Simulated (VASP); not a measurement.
# Ru16CO in VASP: further runs

Ru16CO is run at these levels: PBE; tasks: single point.

Program: VASP 6.6.1. These are calculated values, not measurements. Logs are shortened: lines on timing, memory, paths and dates and some standing lists are left out, and cuts for length are marked.

## 1. The cell of the first run

The cell holds a slab with vacuum, 18 atoms: a = 5.440 Å, b = 5.440 Å, c = 24.366 Å, α = 90.00°, β = 90.00°, γ = 120.00°.

## 2. Single point, PBE

The input, INCAR:

```
SYSTEM = Ru16CO
PREC = Accurate
ENCUT = 520
EDIFF = 1E-6
ISMEAR = 0
SIGMA = 0.1
LREAL = Auto
LASPH = .True.
NELM = 100
ALGO = Normal
ISIF = 2
LWAVE = .False.
LCHARG = .False.
LDIPOL = .True.
IDIPOL = 3
DIPOL = 0.5 0.5 0.320
GGA = PE
NBANDS = 132
```

The input, KPOINTS:

```
Automatic mesh
0
Gamma
  6 6 1
  0 0 0
```

The input, POSCAR:

```
Ru16CO
1.0
    5.4400501759      0.0000000000      0.0000000000
   -2.7200250880      4.7112216502      0.0000000000
    0.0000000000      0.0000000000     24.3659169780
Ru C O
16 1 1
Direct
    0.3333333333      0.1666666667      0.1641637376
    0.3333333333      0.6666666667      0.1641637376
    0.8333333333      0.1666666667      0.1641637376
    0.8333333333      0.6666666667      0.1641637376
    0.1666666667      0.3333333333      0.2523354552
    0.1666666667      0.8333333333      0.2523354552
    0.6666666667      0.3333333333      0.2523354552
    0.6666666667      0.8333333333      0.2523354552
    0.3333333333      0.1666666667      0.3401874899
    0.3333333333      0.6666666667      0.3401874899
    0.8333333333      0.1666666667      0.3401874899
    0.8333333333      0.6666666667      0.3401874899
    0.1666666667      0.3333333333      0.4254269186
    0.1666666667      0.8333333333      0.4254269186
    0.6666666667      0.3333333333      0.4254269186
    0.6666666667      0.8333333333      0.4254269186
    0.4166666667      0.8333333333      0.4997110098
    0.5232833303      1.0465666607      0.5235147518
```

Potentials or basis: VASP PAW PBE potentials, release 64 (Ru_pv, C, O).

Started as:

```console
> cat potpaw_PBE.64/Ru_pv/POTCAR potpaw_PBE.64/C/POTCAR potpaw_PBE.64/O/POTCAR > POTCAR
> mpirun -np 1 vasp_std > vasp.out
```

OUTCAR:

```text
SYSTEM = Ru16CO
   PREC = Accurate
   ENCUT = 520
   EDIFF = 1E-6
   ISMEAR = 0
   LREAL = Auto
   LASPH = .True.
   NELM = 100
   ISIF = 2
   GGA = PE

 ion  position               nearest neighbor table
   1  0.333  0.167  0.164-   5 2.66   7 2.66   6 2.66   4 2.72   4 2.72   3 2.72   3 2.72   2 2.72
                             2 2.72
   2  0.333  0.667  0.164-   6 2.66   8 2.66   5 2.66   3 2.72   3 2.72   4 2.72   4 2.72   1 2.72
                             1 2.72
   3  0.833  0.167  0.164-   7 2.66   5 2.66   8 2.66   2 2.72   2 2.72   1 2.72   1 2.72   4 2.72
                             4 2.72
   4  0.833  0.667  0.164-   8 2.66   6 2.66   7 2.66   1 2.72   1 2.72   2 2.72   2 2.72   3 2.72
                             3 2.72
   5  0.167  0.333  0.252-   9 2.65  11 2.65  10 2.65   1 2.66   3 2.66   2 2.66   8 2.72   8 2.72
                             7 2.72   7 2.72   6 2.72   6 2.72
   6  0.167  0.833  0.252-  10 2.65  12 2.65   9 2.65   2 2.66   4 2.66   1 2.66   7 2.72   7 2.72
                             8 2.72   8 2.72   5 2.72   5 2.72
   7  0.667  0.333  0.252-  11 2.65   9 2.65  12 2.65   3 2.66   1 2.66   4 2.66   6 2.72   6 2.72
                             5 2.72   5 2.72   8 2.72   8 2.72
   8  0.667  0.833  0.252-  12 2.65  10 2.65  11 2.65   4 2.66   2 2.66   3 2.66   5 2.72   5 2.72
                             6 2.72   6 2.72   7 2.72   7 2.72
   9  0.333  0.167  0.340-  13 2.60  15 2.60  14 2.60   5 2.65   7 2.65   6 2.65  12 2.72  12 2.72
                            11 2.72  11 2.72  10 2.72  10 2.72
  10  0.333  0.667  0.340-  14 2.60  16 2.60  13 2.60   6 2.65   8 2.65   5 2.65  11 2.72  11 2.72
                            12 2.72  12 2.72   9 2.72   9 2.72
  11  0.833  0.167  0.340-  15 2.60  13 2.60  16 2.60   7 2.65   5 2.65   8 2.65  10 2.72  10 2.72
                             9 2.72   9 2.72  12 2.72  12 2.72
  12  0.833  0.667  0.340-  16 2.60  14 2.60  15 2.60   8 2.65   6 2.65   7 2.65   9 2.72   9 2.72
                            10 2.72  10 2.72  11 2.72  11 2.72
  13  0.167  0.333  0.425-   9 2.60  11 2.60  10 2.60  16 2.72  16 2.72  15 2.72  15 2.72  14 2.72
                            14 2.72
  14  0.167  0.833  0.425-  17 2.26  10 2.60  12 2.60   9 2.60  15 2.72  15 2.72  16 2.72  16 2.72
                            13 2.72  13 2.72
  15  0.667  0.333  0.425-  11 2.60   9 2.60  12 2.60  14 2.72  14 2.72  13 2.72  13 2.72  16 2.72
                            16 2.72
  16  0.667  0.833  0.425-  17 2.26  12 2.60  10 2.60  11 2.60  13 2.72  13 2.72  14 2.72  14 2.72
                            15 2.72  15 2.72
  17  0.417  0.833  0.500-  18 1.16  16 2.26  14 2.26
  18  0.523  0.047  0.524-  17 1.16

  LATTYP: Found a hexagonal cell.
 ALAT       =     5.4400501759
 C/A-ratio  =     4.4789875443

  Lattice vectors:

 A1 = (   5.4400501759,   0.0000000000,   0.0000000000)
 A2 = (  -2.7200250880,   4.7112216502,   0.0000000000)
 A3 = (   0.0000000000,   0.0000000000,  24.3659169780)

Analysis of symmetry for initial positions (statically):
=====================================================================
[... 166 lines left out ...]
  Fermi-wavevector in a.u.,A,eV,Ry     =   1.180249  2.230348 18.952755  1.392988
  Thomas-Fermi vector in A             =   2.316545
   LORBIT       =      0    0 simple, 1 ext, 2 COOP (PROOUT), +10 PAW based schemes
   GGA     = PE    functional components
   LHFCALC =     F    Hartree Fock is set to
   AEXX    =    0.0000 exact exchange contribution
   IVDW    =     0    specifies the selected vdW correction
   LEPSILON=     F    determine dielectric tensor
   LRPA    =     F    only Hartree local field effects (RPA)
 non-spin polarized calculation
 Gauss-broadening in eV      SIGMA  =   0.10
  energy-cutoff  :      520.00
  volume of cell :      624.48
 maximum number of plane-waves:     16896
   NGX = 21   NGY = 21   NGZ = 91

 dipolmoment           0.000000      0.000000      0.001036 electrons x Angstroem

 number of electron     234.0000052 magnetization

 dipolmoment           0.000000      0.000000     -0.001719 electrons x Angstroem

 Free energy of the ion-electron system (eV)
  ---------------------------------------------------
  ext. energy  EPLUGINS =         0.00000000
  ---------------------------------------------------
  free energy    TOTEN  =      -154.46773434 eV

  energy without entropy =     -154.36374748  energy(sigma->0) =     -154.41574091

 E-fermi :   1.5188     XC(G=0):  -6.0614

 val. band max:        1.5164907579   @ k =  -0.3333   0.1667   0.0000
 cond. band min:       1.5339861414   @ k =   0.5000  -0.0000   0.0000
 fundamental gap:      0.0174953835
 Fermi energy:         1.5187950688

 k-point     1 :       0.0000    0.0000    0.0000
  band No.  band energies     occupation
      1     -42.1230      2.00000
      2     -42.1131      2.00000
      3     -42.1084      2.00000
      4     -42.0975      2.00000
      5     -42.0492      2.00000
      6     -42.0462      2.00000
[... 1705 lines left out ...]
    128       2.3130      0.00000
    129       2.3257      0.00000
 [bands above 129 left out]

------------------------ aborting loop because EDIFF is reached ----------------------------------------

 vacuum level on the upper side and lower side of the slab       (xc-potential included)        -0.085        -0.057

  FORCE on cell =-STRESS in cart. coord.  units (eV):
  Direction    XX          YY          ZZ          XY          YZ          ZX
  --------------------------------------------------------------------------------------
  -------------------------------------------------------------------------------------
  Total      -10.3673436     -8.2867292     -5.2032329      0.0000000      1.7352461     -0.0000000
  in kB      -26.5986059    -21.2605514    -13.3494891      0.0000000      4.4519722     -0.0000000
  external PRESSURE =     -20.4028821 kB  Pullay stress =       0.0000000 kB

 VOLUME and BASIS-vectors are now :
 -----------------------------------------------------------------------------
  energy-cutoff  :      520.00
  volume of cell :      624.48
      direct lattice vectors                 reciprocal lattice vectors
     5.440050176  0.000000000  0.000000000     0.183821834  0.106129585  0.000000000
    -2.720025088  4.711221650  0.000000000     0.000000000  0.212259171  0.000000000
     0.000000000  0.000000000 24.365916978     0.000000000  0.000000000  0.041040934

 POSITION                                       TOTAL-FORCE (eV/Angst)
 -----------------------------------------------------------------------------------
      1.36001      0.78520      4.00000         0.047086      0.049090      0.650941
     -0.00000      3.14081      4.00000         0.000000     -0.012550      0.592494
      4.08004      0.78520      4.00000        -0.047086      0.049090      0.650941
      2.72003      3.14081      4.00000         0.000000     -0.040328      0.617889
      0.00000      1.57041      6.14838        -0.000000      0.025076     -0.577118
     -1.36001      3.92602      6.14838         0.053677     -0.036959     -0.582409
[... 10 lines left out ...]
      0.00000      3.92602     12.17592         0.000000     -1.470982     -3.304755
      2.72003      0.21939     12.75592        -0.000000      1.879661      2.548717
 -----------------------------------------------------------------------------------
    total drift:                                0.000002      0.000466     -0.002894

  FREE ENERGIE OF THE ION-ELECTRON SYSTEM (eV)
  ---------------------------------------------------
  free  energy   TOTEN  =      -154.4677343409 eV

  energy  without entropy=     -154.3637474753  energy(sigma->0) =     -154.41574091

 vacuum level on the upper side and lower side of the slab         6.452         6.468
```

OSZICAR:

```text
N       E                     dE             d eps       ncg     rms          rms(c)
DAV:   1     0.249571194932E+04    0.24957E+04   -0.14588E+05  4432   0.168E+03
DAV:   2    -0.346553996981E+02   -0.25304E+04   -0.24651E+04  3620   0.490E+02
DAV:   3    -0.158323744425E+03   -0.12367E+03   -0.11916E+03  5108   0.889E+01
[... 33 lines left out ...]
DAV:  37    -0.154467721988E+03   -0.19389E-04   -0.17115E-06  2536   0.332E-03    0.455E-03
DAV:  38    -0.154467731072E+03   -0.90843E-05   -0.64028E-07  2296   0.148E-03    0.379E-03
DAV:  39    -0.154467733108E+03   -0.20355E-05   -0.16396E-07  1976   0.835E-04    0.334E-03
DAV:  40    -0.154467734215E+03   -0.11072E-05   -0.18122E-07  1992   0.109E-03    0.209E-03
DAV:  41    -0.154467734341E+03   -0.12603E-06   -0.59399E-08  1912   0.661E-04
   1 F= -.15446773E+03 E0= -.15441574E+03  d E =-.103987E+00
```

Run time: 56 min. Hardware: 1 thread of AMD EPYC 9R14 (Zen 4), shared host; peak memory 1 GiB.

Results:

- Free energy: -154.4677 eV
- Largest force: 3.617 eV/Å
- Band gap on the k mesh: zero (band 117 reaches 2.38 eV, above the bottom of band 118 at 1.25 eV)

Forces on the atoms (eV/Å):
```
Ru   0.047  0.049  0.651
Ru   0.000 -0.013  0.592
Ru  -0.047  0.049  0.651
Ru   0.000 -0.040  0.618
Ru   0.000  0.025 -0.577
Ru   0.054 -0.037 -0.582
Ru   0.000 -0.077 -0.755
Ru  -0.054 -0.037 -0.582
Ru  -0.052  0.022 -0.026
Ru   0.000  0.026 -0.121
Ru   0.052  0.022 -0.026
Ru   0.000  0.089 -0.039
Ru   0.000 -0.019 -0.065
Ru  -0.020 -0.360  0.746
Ru   0.000  0.251 -0.475
Ru   0.020 -0.360  0.746
C    0.000 -1.471 -3.305
O    0.000  1.880  2.549
```

Levels at points of the mesh, in eV from the Fermi level:
```csv
k point,band 115,band 116,band 117,band 118,band 119,band 120
"(0.00, 0.00, 0.00)",0.64,0.71,0.86,0.95,0.95,1.05
"(0.50, 0.00, 0.00)",-0.61,-0.59,-0.48,-0.19,-0.13,-0.10
"(0.00, 0.50, 0.00)",-0.60,-0.59,-0.51,-0.27,-0.12,-0.08
```

## 3. Single point, PBE

Edit INCAR of step 2 so:

```diff
@@ -3,3 +3,3 @@
 ENCUT = 520
-EDIFF = 1E-6
+EDIFF = 1E-7
 ISMEAR = 0
@@ -15,3 +15,3 @@
 IDIPOL = 3
-DIPOL = 0.5 0.5 0.320
+DIPOL = 0.5 0.5 0.321
 GGA = PE
```

The input, KPOINTS:

```
regular mesh
0
Gamma
  6 6 1
  0 0 0
```

Edit POSCAR of step 2 so:

```diff
@@ -25,2 +25,2 @@
     0.4166666667      0.8333333333      0.4997110098
-    0.5232833303      1.0465666607      0.5235147518
+    0.4166666667      0.8333333333      0.5473184937
```

Potentials or basis: VASP PAW PBE potentials, release 64 (Ru_pv, C, O).

Started as:

```console
> cat potpaw_PBE.64/Ru_pv/POTCAR potpaw_PBE.64/C/POTCAR potpaw_PBE.64/O/POTCAR > POTCAR
> mpirun -np 1 vasp_std > vasp.out
```

Wall time 79 min (1 thread of Intel Xeon Platinum 8488C (Sapphire Rapids), shared host); peak memory 1.1 GiB.

It converged, with:

```
Free energy            : -155.4281 eV
Largest force          : 2.975 eV/Å
Band gap on the k mesh : zero (band 117 reaches 2.24 eV, above the bottom of band 118 at 0.99 eV)
```

Forces on the atoms (eV/Å):
```
Ru   0.045  0.033  0.610
Ru   0.000 -0.006  0.567
Ru  -0.045  0.033  0.610
Ru   0.000 -0.020  0.582
Ru   0.000  0.027 -0.477
Ru   0.014 -0.033 -0.536
Ru   0.000 -0.063 -0.666
Ru  -0.014 -0.033 -0.536
Ru   0.029  0.040 -0.222
Ru   0.000 -0.013 -0.158
Ru  -0.029  0.040 -0.222
Ru   0.000  0.021 -0.187
Ru   0.000 -0.120 -0.023
Ru   0.411 -0.017  1.271
Ru   0.000  0.110 -0.143
Ru  -0.411 -0.017  1.271
C    0.000  0.058 -2.974
O    0.000 -0.041  1.234
```

Levels at points of the mesh, in eV from the Fermi level:
| k point | band 113 | band 114 | band 115 | band 116 | band 117 | band 118 | band 119 | band 120 | band 121 | band 122 |
| --- | --- | --- | --- | --- | --- | --- | --- | --- | --- | --- |
| (0.00, 0.00, 0.00) | 0.15 | 0.15 | 0.66 | 0.74 | 0.93 | 0.96 | 0.97 | 1.06 | 1.13 | 1.14 |
| (0.50, 0.00, 0.00) | -0.65 | -0.63 | -0.61 | -0.58 | -0.41 | -0.17 | -0.14 | -0.10 | 0.00 | 0.04 |
| (0.00, 0.50, 0.00) | -0.63 | -0.62 | -0.62 | -0.59 | -0.45 | -0.32 | -0.12 | -0.08 | -0.04 | 0.05 |
